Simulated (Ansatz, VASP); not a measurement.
# One calculation of SnSe2, two programs

INCAR

```
PREC = Accurate
ENCUT = 520
EDIFF = 1E-6
ISMEAR = 0
SIGMA = 0.01
LREAL = F
LASPH = T
NELM = 60
ALGO = Normal
ISIF = 2
LWAVE = F
LCHARG = F
GGA = PE
NBANDS = 20
```

The input KPOINTS:

```
Automatic mesh
0
Gamma
  6 6 4
```

POSCAR

```
SnSe2
1.0
    3.8110000000      0.0000000000      0.0000000000
   -1.9055000000      3.3004200000      0.0000000000
    0.0000000000      0.0000000000      6.1360000000
Sn Se
1 2
Direct
    0.0000000000      0.0000000000      0.0000000000
    0.3333333333      0.6666666667      0.2490000000
    0.6742414602      0.3484829204      0.7510000000
```

Input for Ansatz:

```yaml
crystal:
  lattice:
    - [3.811, 0.0, 0.0]
    - [-1.9055, 3.30042, 0.0]
    - [0.0, 0.0, 6.136]
  atoms:
    - { symbol: Sn, position: [0.0, 0.0, 0.0] }
    - { symbol: Se, position: [0.3333333333333333, 0.6666666666666666, 0.249] }
    - { symbol: Se, position: [0.6742414601777955, 0.3484829203555911, 0.751] }
kpoints:
  mp_grid:
    grid: [6, 6, 4]
hamiltonian:
  xc: pbe
  pseudopotentials:
    kind: paw
scf:
  occupations:
    method: fixed
output:
  forces: true
```

Alike in both runs: task single point; functional PBE; k mesh 6 × 6 × 4; no spin polarisation.

```csv
,VASP,Ansatz
version,VASP 6.6.1,Ansatz 0.2.0
potentials or method,"VASP PAW PBE potentials, release 64 (Sn_d, Se)","plane waves, PAW"
plane-wave cutoff (eV),520,420
occupations,"gaussian, width 0.01 eV",fixed
valence electrons in the cell,26,46
```

```tsv
	VASP	Ansatz	Ansatz less VASP
rms of the force components (eV/Å)	0.391	0.383	-0.0075
```

Atom by atom the forces differ by 0.008 eV/Å (rms over components). VASP's potentials hold 26 valence electrons a cell and Ansatz's 46, so a difference there can come from the potentials and not from the codes.
